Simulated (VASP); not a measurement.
AlN, 4 atoms in the cell. Symmetry: P6_3mc, No. 186, hexagonal system. The conventional cell has a = 3.113 Å, b = 3.113 Å, c = 4.981 Å, α = 90.00°, β = 90.00°, γ = 120.00°. Al (site symmetry 3m) has 4 N at 1.89 Å within 2.5 Å. Within 2.5 Å of N (site symmetry 3m) lie 4 Al at 1.89 Å. 

```yaml
Program: VASP 6.6.1
Task: single point
Functional: r2SCAN0
Potentials_or_basis: VASP PAW PBE potentials, release 64 (Al, N)
Cutoff: 520 eV
k_mesh: 5 × 5 × 3
Occupations: fermi-dirac, width 0.05 eV
Spin: no spin polarisation
Dipole_correction: no
Grid_for_exact_exchange_PRECFOCK: Normal
Further_INCAR_settings: ALGO = Normal; EDIFF = 1e-07; NBANDS = 16
```

Potentials or basis: VASP PAW PBE potentials, release 64 (Al, N).

Run with:

```bash
$ cat potpaw_PBE.64/Al/POTCAR potpaw_PBE.64/N/POTCAR > POTCAR
$ cp INCAR.step1 INCAR
$ mpirun -np 1 vasp_std > vasp.out
$ cp INCAR.step2 INCAR
$ mpirun -np 1 vasp_std > vasp.out
```

Hardware: 1 thread of Intel(R) Xeon(R) Platinum 8259CL CPU @ 2.50GHz (Skylake/Cascade Lake) (shared host).

Task: How long does it take, and how much memory?

Result: Wall time 16 min on 1 thread of Intel(R) Xeon(R) Platinum 8259CL CPU @ 2.50GHz (Skylake/Cascade Lake) (shared host), peak memory 0.16 GiB. Counts: k points 10.
